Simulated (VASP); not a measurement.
A run of VASP 6.6.1:

The input INCAR:

```
ALGO = Normal ; EDIFF = 1E-7
EDIFFG = -0.003 ; ENCUT = 520
GGA = PS ; IBRION = 2
ISIF = 2 ; ISMEAR = 0
LASPH = T ; LCHARG = F
LREAL = F ; LWAVE = F
NELM = 60 ; NSW = 80
PREC = Accurate ; SIGMA = 0.01
```

The input KPOINTS:

```
k-points
0
Gamma
  8 8 8
```

The input POSCAR:

```
FeSi
1.0
    4.5300000000      0.0000000000      0.0000000000
    0.0000000000      4.5300000000      0.0000000000
    0.0000000000      0.0000000000      4.5300000000
Fe Si
4 4
Direct
    0.1365200000      0.1365200000      0.1365200000
    0.3634800000      0.8634800000      0.6365200000
    0.6365200000      0.3634800000      0.8634800000
    0.8634800000      0.6365200000      0.3634800000
    0.8424000000      0.8424000000      0.8424000000
    0.6576000000      0.1576000000      0.3424000000
    0.3424000000      0.6576000000      0.1576000000
    0.1576000000      0.3424000000      0.6576000000
```

Potentials or basis: VASP PAW PBE potentials, release 64 (Fe, Si).

The run is started by

```bash
$ cat potpaw_PBE.64/Fe/POTCAR potpaw_PBE.64/Si/POTCAR > POTCAR
$ mpirun -np 1 vasp_std > vasp.out
```

Hardware: 1 thread of Oxide Virtual Turin-like Processor, on a shared host.

**Question.** How long does it take, and how much memory?

**Answer.** Wall time 7.6 min on 1 thread of Oxide Virtual Turin-like Processor, on a shared host, peak memory 0.23 GiB. Counts: scf iterations 51, k points 45, ion steps 6.
